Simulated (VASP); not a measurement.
HfSi3:

```xyz
4
Lattice="-1.9327 1.9327 4.3173 1.9327 -1.9327 4.3173 1.9327 1.9327 -4.3173" Properties=species:S:1:pos:R:3 pbc="T T T"
Hf    0.0000    0.0000    0.0000
Si    0.0000    0.0000    4.3173
Si    1.9327    0.0000    2.1586
Si    0.0000    1.9327    2.1586
```

| Item | Value |
| --- | --- |
| Program | VASP 6.6.1 |
| Task | relaxation of cell and atoms |
| Functional | PBE |
| Potentials or basis | VASP PAW PBE potentials, release 64 (Hf_pv, Si) |
| Cutoff | 600 eV |
| k mesh | 16 × 16 × 16 |
| Occupations | gaussian, width 0.1 eV |
| Spin | no spin polarisation |

At the start: pressure -2.8 GPa; volume 16.13 Å³/atom.

Question: Where does the relaxation end?

Answer: Over 5 steps the energy falls by 11.8 meV/atom and the volume is 15.80 Å³/atom (-2.0 %); space group I4/mmm (No. 139, to 0.1 Å) before and after.

The path:
```
step  energy change (eV)  largest force (eV/Å)  pressure (GPa)  volume (Å³)
   1              0.0000                0.0000           -2.79        64.51
   2             -0.0359                0.0000            2.17        61.91
   3             -0.0382                0.0000            1.16        62.39
   4             -0.0467                0.0000            0.32        62.98
   5             -0.0473                0.0000            0.02        63.20
```

Final structure:
```xyz
4
Lattice="-1.8912 1.8912 4.4177 1.8912 -1.8912 4.4177 1.8912 1.8912 -4.4177" Properties=species:S:1:pos:R:3 pbc="T T T"
Hf    0.0000    0.0000    0.0000
Si    0.0000    0.0000    4.4177
Si    1.8912    0.0000    2.2088
Si    0.0000    1.8912    2.2088
```
